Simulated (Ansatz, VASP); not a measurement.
**ZnS: VASP beside Ansatz**

```
CELL_PARAMETERS angstrom
0.00000 2.73982 2.73982
2.73982 0.00000 2.73982
2.73982 2.73982 0.00000
ATOMIC_POSITIONS crystal
Zn 0.00000 0.00000 0.00000
S 0.75000 0.75000 0.75000
```

Alike in both runs: task single point; functional PBE; k mesh 12 × 12 × 12; occupations gaussian, width 0.05 eV; no spin polarisation.

|  | VASP | Ansatz |
| --- | --- | --- |
| version | VASP 6.6.1 | Ansatz 0.2.0 |
| potentials or method | VASP PAW PBE potentials, release 64 (Zn, S), cutoff 520 eV | scalar-relativistic, plane waves, PAW |
| valence electrons in the cell | 18 | 18 |

Ansatz gave:

```
gap on the k mesh at the Fermi level (eV) : 1.93
least direct gap on the mesh (eV)         : 1.93
pressure (GPa)                            : -1.3
```

Which values does VASP return?

gap on the k mesh at the Fermi level (eV): 1.93; least direct gap on the mesh (eV): 1.93; pressure (GPa): -1.2.

With one functional, cell and mesh, what is left measures potentials, basis and numerics.
